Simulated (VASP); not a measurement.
A run of VASP 6.6.1 is set up as follows.

File INCAR:

```
SYSTEM = Ta
PREC     = Accurate       ! precision mode
ENCUT    = 520            ! plane-wave cutoff, eV
EDIFF    = 1E-7           ! SCF threshold, eV
ISMEAR   = 0              ! smearing method
SIGMA    = 0.15           ! smearing width, eV
LREAL    = .FALSE.        ! projectors in reciprocal space
LASPH    = .TRUE.         ! aspherical terms in the spheres
NELM     = 100            ! most SCF steps
ALGO     = Fast           ! electronic algorithm
ISIF     = 2              ! what is computed and relaxed
LWAVE    = .FALSE.        ! write WAVECAR
LCHARG   = .FALSE.        ! write CHGCAR
GGA      = PS             ! functional
NBANDS   = 12             ! bands
```

Contents of KPOINTS:

```
Automatic mesh
0
G
  20 20 20
  0 0 0
```

Contents of POSCAR:

```
Ta
1.0
   -1.6402286350      1.6402286350      1.8042514985
    1.6402286350     -1.6402286350      1.8042514985
    1.6402286350      1.6402286350     -1.8042514985
Ta
1
Direct
    0.0000000000      0.0000000000      0.0000000000
```

Potentials or basis: VASP PAW PBE potentials, release 64 (Ta_pv).

Launch:

```bash
$ cat potpaw_PBE.64/Ta_pv/POTCAR > POTCAR
$ mpirun -np 1 vasp_std > vasp.out
```

Problem. Estimate the pressure.

Solution. -15.7 GPa.

Stress tensor (GPa, compression positive):
```
-13.18   0.00   0.00
  0.00 -13.18   0.00
  0.00   0.00 -20.65
```

Caveat: the cell differs from its parent crystal (normal strain along x +0.0000, normal strain along z +0.1000); the PAW data sets were made with another functional, which shifts forces and pressure a little.
